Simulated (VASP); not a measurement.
# Si2C (I-4m2) in VASP: notebook

The runs below take Si2C through single point, relaxation of cell and atoms, with PBE.

All numbers are computed with VASP 6.6.1; they aren't measurements. Logs are shortened: lines on timing, memory, paths and dates and some standing lists are left out, and cuts for length are marked.

## Step 1: The cell of the first run

Symmetry: I-4m2, No. 119, tetragonal system. The conventional cell has a = 3.029 Å, b = 3.029 Å, c = 8.958 Å, α = 90.00°, β = 90.00°, γ = 90.00°. Si (site symmetry 2mm) has 2 C at 1.87 Å and 1 Si at 2.27 Å within 2.5 Å. C (site symmetry -4m2) has 4 Si at 1.87 Å within 2.5 Å.

The cell was built from a structure type or drawn by symmetry, and may not be a known phase.

## Step 2: Single point, PBE

Contents of INCAR:

```
SYSTEM = Si2C
PREC = Accurate
ENCUT = 520
EDIFF = 1E-6
ISMEAR = 0
SIGMA = 0.1
LREAL = .FALSE.
LASPH = .TRUE.
NELM = 60
ALGO = Normal
ISIF = 2
LWAVE = .FALSE.
LCHARG = .FALSE.
GGA = PE
NBANDS = 13
```

Contents of KPOINTS:

```
Automatic mesh
0
G
  8 8 8
  0 0 0
```

Contents of POSCAR:

```
Si2C
1.0
   -1.5147474627      1.5147474627      4.4789084269
    1.5147474627     -1.5147474627      4.4789084269
    1.5147474627      1.5147474627     -4.4789084269
Si C
2 1
Direct
    0.3730238070      0.3730238070      0.0000000000
    0.6269761930      0.6269761930      0.0000000000
    0.7500000000      0.2500000000      0.5000000000
```

Potentials or basis: VASP PAW PBE potentials, release 64 (Si, C).

The run is started by

```console
$ cat potpaw_PBE.64/Si/POTCAR potpaw_PBE.64/C/POTCAR > POTCAR
$ mpirun -np 1 vasp_std > vasp.out
```

OUTCAR:

```text
SYSTEM = Si2C
   PREC = Accurate
   ENCUT = 520
   EDIFF = 1E-6
   ISMEAR = 0
   LREAL = .FALSE.
   LASPH = .TRUE.
   NELM = 60
   ISIF = 2
   GGA = PE

 ion  position               nearest neighbor table
   1  0.373  0.373  0.000-   3 1.87   3 1.87   2 2.27   2 3.07   2 3.07   2 3.07   2 3.07
   2  0.627  0.627  0.000-   3 1.87   3 1.87   1 2.27   1 3.07   1 3.07   1 3.07   1 3.07
   3  0.750  0.250  0.500-   1 1.87   2 1.87   1 1.87   2 1.87

  LATTYP: Found a body centered tetragonal cell.
 ALAT       =     3.0294949254
 C/A-ratio  =     2.9568680834

  Lattice vectors:

 A1 = (  -1.5147474627,   1.5147474627,   4.4789084269)
 A2 = (   1.5147474627,  -1.5147474627,   4.4789084269)
 A3 = (   1.5147474627,   1.5147474627,  -4.4789084269)

Analysis of symmetry for initial positions (statically):
=====================================================================
 Subroutine PRICEL returns:
 Original cell was already a primitive cell.

 Routine SETGRP: Setting up the symmetry group for a
 body centered tetragonal supercell.

 Subroutine GETGRP returns: Found  8 space group operations
 (whereof  8 operations were pure point group operations)
 out of a pool of 16 trial point group operations.

The static configuration has the point symmetry D_2d.

Analysis of symmetry for dynamics (positions and initial velocities):
=====================================================================
 Subroutine PRICEL returns:
 Original cell was already a primitive cell.

 Routine SETGRP: Setting up the symmetry group for a
 body centered tetragonal supercell.

 Subroutine GETGRP returns: Found  8 space group operations
 (whereof  8 operations were pure point group operations)
 out of a pool of 16 trial point group operations.

The dynamic configuration has the point symmetry D_2d.

 Subroutine INISYM returns: Found  8 space group operations
 (whereof  8 operations are pure point group operations),
 and found     1 'primitive' translations

----------------------------------------------------------------------------------------

                                     Primitive cell

  volume of cell :      41.1067

  direct lattice vectors                    reciprocal lattice vectors
    -1.514747463  1.514747463  4.478908427     0.000000000  0.330088026  0.111634343
     1.514747463 -1.514747463  4.478908427     0.330088026  0.000000000  0.111634343
     1.514747463  1.514747463 -4.478908427     0.330088026  0.330088026  0.000000000

  length of vectors
     4.964830354  4.964830354  4.964830354     0.348454203  0.348454203  0.466814963

  position of ions in fractional coordinates (direct lattice)
     0.373023807  0.373023807  0.000000000
     0.626976193  0.626976193  0.000000000
     0.750000000  0.250000000  0.500000000

  ion indices of the primitive-cell ions
   primitive index   ion index
                 1           1
                 2           2
                 3           3

----------------------------------------------------------------------------------------

 KPOINTS: Automatic mesh

Automatic generation of k-mesh.
 Grid dimensions read from file:
 generate k-points for:    8    8    8

 Generating k-lattice:

  Cartesian coordinates                     Fractional coordinates (reciprocal lattice)
     0.000000000  0.041261003  0.013954293     0.125000000  0.000000000 -0.000000000
     0.041261003  0.000000000  0.013954293     0.000000000  0.125000000 -0.000000000
     0.041261003  0.041261003  0.000000000     0.000000000  0.000000000  0.125000000

  Length of vectors
     0.043556775  0.043556775  0.058351870

  Shift w.r.t. Gamma in fractional coordinates (k-lattice)
     0.000000000  0.000000000  0.000000000

 Subroutine IBZKPT returns following result:
 ===========================================

 Found     59 irreducible k-points:

 Following reciprocal coordinates:
            Coordinates               Weight
  0.000000  0.000000  0.000000      1.000000
  0.125000  0.000000 -0.000000      8.000000
  0.250000  0.000000 -0.000000      8.000000
  0.375000  0.000000  0.000000      8.000000
  0.500000  0.000000 -0.000000      4.000000
  0.125000  0.125000 -0.000000      8.000000
[... 16 lines left out ...]
  0.250000  0.125000  0.125000     16.000000
  0.375000  0.125000  0.125000      8.000000
 [... further k-points ...]
   k-points           NKPTS =     59   k-points in BZ     NKDIM =     59   number of bands    NBANDS=     13
   number of dos      NEDOS =    301   number of ions     NIONS =      3
   total plane-waves  NPLWV =  64000
   dimension x,y,z NGX =    40 NGY =   40 NGZ =   40
   dimension x,y,z NGXF=    80 NGYF=   80 NGZF=   80
   ions per type =               2   1
   NGX,Y,Z   is equivalent  to a cutoff of  13.39, 13.39, 13.39 a.u.
   NGXF,Y,Z  is equivalent  to a cutoff of  26.79, 26.79, 26.79 a.u.
 SYSTEM =  Si2C
   PREC   = accura    normal or accurate (medium, high low for compatibility)
   ISTART =      0    job   : 0-new  1-cont  2-samecut
   ICHARG =      2    charge: 1-file 2-atom 10-const
   ISPIN  =      1    spin polarized calculation?
   LNONCOLLINEAR =      F non collinear calculations
   LSORBIT =      F    spin-orbit coupling
   LASPH  =      T    aspherical Exc in radial PAW
   ENCUT  =  520.0 eV  38.22 Ry    6.18 a.u.   9.23  9.23  9.23*2*pi/ulx,y,z
   NELM   =     60;   NELMIN=  2; NELMDL= -5     # of ELM steps
   EDIFF  = 0.1E-05   stopping-criterion for ELM
   LREAL  =      F    real-space projection
   EDIFFG = 0.1E-04   stopping-criterion for IOM
   NSW    =      0    number of steps for IOM
   IBRION =     -1    ionic relax: 0-MD 1-quasi-New 2-CG
   NFREE  =      0    steps in history (QN), initial steepest desc. (CG)
   ISIF   =      2    stress and relaxation
   ISYM   =      2    0-nonsym 1-usesym 2-fastsym
   POTIM  = 0.5000    time-step for ionic-motion
   TEBEG  =    0.0;   TEEND  =   0.0 temperature during run
   PSTRESS=    0.0 pullay stress
   NELECT =      12.0000    total number of electrons
   NUPDOWN=      -1.0000    fix difference up-down
   EMIN   =  10.00;   EMAX   =-10.00  energy-range for DOS
   EFERMI =   0.00;   METHOD = LEGACY
   ISMEAR =     0;   SIGMA  =   0.10  broadening in eV -4-tet -1-fermi 0-gaus
   EFERMI_NEDOS =   21; number of points for ismear=-14 and -15
   IALGO  =     38    algorithm
   IMIX   =      4    mixing-type and parameters
     AMIX     =   0.40;   BMIX     =  1.00
     AMIX_MAG =   1.60;   BMIX_MAG =  1.00
  volume/ion in A,a.u.               =      13.70        92.47
  Fermi-wavevector in a.u.,A,eV,Ry     =   1.086003  2.052248 16.046746  1.179403
  Thomas-Fermi vector in A             =   2.222130
   LORBIT       =      0    0 simple, 1 ext, 2 COOP (PROOUT), +10 PAW based schemes
   GGA     = PE    functional components
   LHFCALC =     F    Hartree Fock is set to
   AEXX    =    0.0000 exact exchange contribution
   IVDW    =     0    specifies the selected vdW correction
   LEPSILON=     F    determine dielectric tensor
   LRPA    =     F    only Hartree local field effects (RPA)
 non-spin polarized calculation
 Gauss-broadening in eV      SIGMA  =   0.10
  energy-cutoff  :      520.00
  volume of cell :       41.11
 maximum number of plane-waves:      1130
 NGX is ok and might be reduce to    40
   NGX = 19   NGY = 19   NGZ = 19

 number of electron      12.0000000 magnetization

 Free energy of the ion-electron system (eV)
  ---------------------------------------------------
  ext. energy  EPLUGINS =         0.00000000
  ---------------------------------------------------
  free energy    TOTEN  =       -19.05560383 eV

  energy without entropy =      -19.05003948  energy(sigma->0) =      -19.05282166

 E-fermi :   7.6753     XC(G=0): -10.5037

 val. band max:        7.6643504630   @ k =  -0.3750   0.3750   0.1250
 cond. band min:       7.7774641160   @ k =   0.5000   0.5000   0.1250
 fundamental gap:      0.1131136531
 Fermi energy:         7.6752657939

 k-point     1 :       0.0000    0.0000    0.0000
  band No.  band energies     occupation
      1      -7.9316      2.00000
      2      -0.3213      2.00000
      3       0.0822      2.00000
      4       4.4676      2.00000
      5       4.4676      2.00000
      6       9.3857      0.00000
      7      10.5552      0.00000
      8      11.3494      0.00000
      9      11.3494      0.00000
     10      12.5802      0.00000
     11      15.3724      0.00000
     12      18.2443      0.00000
     13      18.3340      0.00000

 k-point     2 :       0.1250    0.0000   -0.0000
  band No.  band energies     occupation
      1      -7.7250      2.00000
      2      -0.6727      2.00000
      3       0.7271      2.00000
      4       3.4121      2.00000
      5       4.5680      2.00000
      6       8.6468      0.00000
      7      10.1334      0.00000
      8      11.5456      0.00000
      9      12.0868      0.00000
     10      13.3887      0.00000
     11      16.2249      0.00000
     12      17.5583      0.00000
     13      17.6878      0.00000

 k-point     3 :       0.2500    0.0000   -0.0000
  band No.  band energies     occupation
      1      -7.1354      2.00000
      2      -0.9290      2.00000
      3       0.9502      2.00000
      4       2.3924      2.00000
      5       4.8304      2.00000
      6       6.6284      2.00000
      7      10.8943      0.00000
      8      12.0487      0.00000
      9      12.0533      0.00000
     10      14.4525      0.00000
     11      16.1788      0.00000
     12      16.4698      0.00000
     13      17.7711      0.00000

 k-point     4 :       0.3750    0.0000    0.0000
  band No.  band energies     occupation
      1      -6.3076      2.00000
      2      -1.5851      2.00000
      3       0.2769      2.00000
      4       2.6884      2.00000
      5       5.1285      2.00000
      6       5.8687      2.00000
      7      10.4317      0.00000
      8      11.9373      0.00000
      9      12.5141      0.00000
     10      13.7736      0.00000
     11      15.7981      0.00000
     12      16.6487      0.00000
     13      18.5517      0.00000

 k-point     5 :       0.5000    0.0000   -0.0000
  band No.  band energies     occupation
      1      -5.7971      2.00000
      2      -2.2441      2.00000
      3       0.3340      2.00000
      4       2.4686      2.00000
      5       5.2655      2.00000
      6       6.3160      2.00000
      7       9.3676      0.00000
      8      12.4523      0.00000
      9      12.6169      0.00000
     10      13.2539      0.00000
     11      15.9018      0.00000
     12      16.7508      0.00000
     13      18.1965      0.00000
[... 257 lines left out ...]
 k-point    22 :       0.1250    0.1250    0.1250
  band No.  band energies     occupation
      1      -6.4112      2.00000
      2      -0.3915      2.00000
      3       1.1360      2.00000
      4       2.2824      2.00000
      5       2.9681      2.00000
      6       6.9344      2.00000
      7       7.6254      1.51913
      8      11.1513      0.00000
      9      13.2037      0.00000
     10      15.5400      0.00000
     11      15.9461      0.00000
     12      16.9322      0.00000
     13      17.7748      0.00000

 k-point    23 :       0.2500    0.1250    0.1250
  band No.  band energies     occupation
      1      -5.6131      2.00000
      2      -0.9061      2.00000
      3       0.7281      2.00000
      4       2.4381      2.00000
      5       3.2549      2.00000
      6       6.2090      2.00000
      7       7.6160      1.59788
      8      10.6206      0.00000
      9      12.1283      0.00000
     10      14.2001      0.00000
     11      15.8181      0.00000
     12      17.1275      0.00000
     13      17.3316      0.00000

 k-point    24 :       0.3750    0.1250    0.1250
  band No.  band energies     occupation
      1      -5.1289      2.00000
      2      -1.5155      2.00000
      3       0.8073      2.00000
      4       2.6627      2.00000
      5       3.1208      2.00000
      6       6.1523      2.00000
      7       7.6435      1.34662
      8      10.3901      0.00000
      9      12.3323      0.00000
     10      12.8391      0.00000
     11      15.5091      0.00000
     12      16.8961      0.00000
     13      17.2240      0.00000

 [... further k-points ...]

------------------------ aborting loop because EDIFF is reached ----------------------------------------

  FORCE on cell =-STRESS in cart. coord.  units (eV):
  Direction    XX          YY          ZZ          XY          YZ          ZX
  --------------------------------------------------------------------------------------
  -------------------------------------------------------------------------------------
  Total        0.0203118      0.0203118     -0.0314887      0.0000000      0.0000000      0.0000000
  in kB        0.7916743      0.7916743     -1.2273051      0.0000000      0.0000000      0.0000000
  external PRESSURE =       0.1186812 kB  Pullay stress =       0.0000000 kB

 VOLUME and BASIS-vectors are now :
 -----------------------------------------------------------------------------
  energy-cutoff  :      520.00
  volume of cell :       41.11
      direct lattice vectors                 reciprocal lattice vectors
    -1.514747463  1.514747463  4.478908427     0.000000000  0.330088026  0.111634343
     1.514747463 -1.514747463  4.478908427     0.330088026  0.000000000  0.111634343
     1.514747463  1.514747463 -4.478908427     0.330088026  0.330088026  0.000000000

 POSITION                                       TOTAL-FORCE (eV/Angst)
 -----------------------------------------------------------------------------------
      0.00000      0.00000      3.34148         0.000000     -0.000000      0.001963
      0.00000      0.00000      5.61634         0.000000     -0.000000     -0.001963
      0.00000      1.51475      2.23945        -0.000000      0.000000      0.000000
 -----------------------------------------------------------------------------------
    total drift:                                0.000000     -0.000000     -0.000000

  FREE ENERGIE OF THE ION-ELECTRON SYSTEM (eV)
  ---------------------------------------------------
  free  energy   TOTEN  =       -19.0556038347 eV

  energy  without entropy=      -19.0500394769  energy(sigma->0) =      -19.05282166
```

Wall time 61 s (1 thread of Intel Xeon Platinum 8259CL at 2.50GHz (Skylake/Cascade Lake), shared host); peak memory 0.23 GiB.

What came out:

| Quantity | Value |
| --- | --- |
| Free energy | -19.0556 eV |
| Pressure | 0.0 GPa |
| Band gap on the k mesh | zero (bands 6 and 7 overlap by 2.91 eV) |

## Step 3: Relaxation of cell and atoms, PBE

This run uses another cell than the first one, of 10.55 Å³/atom.

Contents of INCAR:

```
PREC     = Accurate       # precision mode
ENCUT    = 600            # plane-wave cutoff, eV
EDIFF    = 1E-6           # SCF threshold, eV
ISMEAR   = 0              # smearing method
SIGMA    = 0.1            # smearing width, eV
LREAL    = False          # projectors in reciprocal space
LASPH    = True           # aspherical terms in the spheres
NELM     = 60             # most SCF steps
ALGO     = Normal         # electronic algorithm
ISIF     = 3              # what is computed and relaxed
LWAVE    = False          # write WAVECAR
LCHARG   = False          # write CHGCAR
GGA      = PE             # functional
IBRION   = 2              # ionic algorithm
NSW      = 90             # ionic steps
EDIFFG   = -0.04          # ionic threshold
```

Contents of KPOINTS:

```
Automatic mesh
0
Gamma
  8 8 8
```

Contents of POSCAR:

```
Si2C
1.0
   -1.4733013000      1.4733013000      3.6459387700
    1.4733013000     -1.4733013000      3.6459387700
    1.4733013000      1.4733013000     -3.6459387700
Si C
2 1
Direct
    0.3798992300      0.3798992300      0.0000000000
    0.6201007700      0.6201007700      0.0000000000
    0.7500000000      0.2500000000      0.5000000000
```

Potentials or basis: VASP PAW PBE potentials, release 64 (Si, C).

The run is started by

```console
$ cat potpaw_PBE.64/Si/POTCAR potpaw_PBE.64/C/POTCAR > POTCAR
$ mpirun -np 1 vasp_std > vasp.out
```

Wall time 6 min (1 thread of Intel Xeon Platinum 8259CL at 2.50GHz (Skylake/Cascade Lake), shared host); peak memory 0.22 GiB.

It converged, with:

```yaml
Free_energy: -19.0520 eV
Relaxed_volume: 13.69 Å³/atom
Relaxed_cell: a = 4.960 Å, b = 4.960 Å, c = 4.960 Å, α = 144.43°, β = 144.43°, γ = 51.19°
Space_group_after_relaxing_to_0.1_Å: I-4m2 (No. 119)
Energy_gained_by_relaxing: 1481.1 meV/atom
Ionic_steps: 17
Pressure_after_relaxing: 0.1 GPa
Largest_force_after_relaxing: 0.009 eV/Å
Band_gap_on_the_k_mesh: zero (bands 6 and 7 overlap by 2.90 eV)
```

Forces in eV/Å, atoms in the order of the input:
```
Si   0.000  0.000  0.009
Si   0.000  0.000 -0.009
C    0.000  0.000  0.000
```

Stress tensor (GPa, compression positive):
```
0.03 0.00 0.00
0.00 0.03 0.00
0.00 0.00 0.22
```

The path:
| step | energy change (eV) | largest force (eV/Å) | pressure (GPa) | volume (Å³) |
| --- | --- | --- | --- | --- |
| 1 | 0.0000 | 13.5344 | 93.14 | 31.66 |
| 2 | 0.8421 | 4.5985 | 22.26 | 64.45 |
| 3 | 0.7004 | 4.6984 | 23.24 | 62.69 |
| 4 | 0.5792 | 4.7437 | 24.09 | 61.16 |
| 5 | -0.5194 | 6.2501 | 36.37 | 44.84 |
| 6 | -1.2784 | 7.0355 | 47.47 | 38.03 |
| 7 | -1.4946 | 7.0319 | 59.47 | 34.79 |
| 8 | -1.9032 | 0.4720 | -20.58 | 65.54 |
| 9 | -3.6786 | 2.3880 | -7.26 | 47.52 |
| 10 | -3.6927 | 2.6367 | -5.01 | 46.54 |
| 11 | -3.6935 | 2.7517 | -3.90 | 46.10 |
| 12 | -4.1915 | 1.5125 | -2.90 | 43.70 |
| 13 | -4.3170 | 0.5340 | 0.01 | 42.04 |
| 14 | -4.4072 | 1.0643 | 0.38 | 40.58 |
| 15 | -4.4214 | 0.9096 | 0.21 | 40.98 |
| 16 | -4.4336 | 0.5683 | 0.25 | 41.15 |
| 17 | -4.4433 | 0.0094 | 0.10 | 41.08 |

Final structure:
```cif
data_structure
_symmetry_space_group_name_H-M 'P 1'
_symmetry_Int_Tables_number 1
_cell_length_a 4.9602
_cell_length_b 4.9602
_cell_length_c 4.9602
_cell_angle_alpha 144.427
_cell_angle_beta 144.427
_cell_angle_gamma 51.189
_cell_volume 41.08
loop_
_atom_site_label
_atom_site_type_symbol
_atom_site_fract_x
_atom_site_fract_y
_atom_site_fract_z
_atom_site_occupancy
Si1 Si 0.37298 0.37298 0.00000 1
Si2 Si 0.62702 0.62702 0.00000 1
C1 C 0.75000 0.25000 0.50000 1
```

Levels at points of the mesh, in eV from the Fermi level:
| k point | band 3 | band 4 | band 5 | band 6 | band 7 | band 8 | band 9 | band 10 |
| --- | --- | --- | --- | --- | --- | --- | --- | --- |
| (0.00, 0.00, 0.00) | -7.58 | -3.22 | -3.22 | 1.70 | 2.89 | 3.67 | 3.67 | 4.90 |
| (0.50, 0.00, 0.00) | -7.34 | -5.20 | -2.42 | -1.35 | 1.71 | 4.78 | 4.93 | 5.57 |
| (0.50, 0.50, 0.00) | -7.48 | -5.37 | -4.13 | -3.51 | -0.47 | 2.39 | 3.08 | 3.38 |
| (0.50, 0.50, 0.50) | -3.36 | -3.36 | -2.42 | -0.29 | 3.46 | 4.31 | 5.70 | 5.70 |

Caveat: the volume moved by over 15 % at a fixed basis, so the end points are rough.

[end of part 1 of 2]
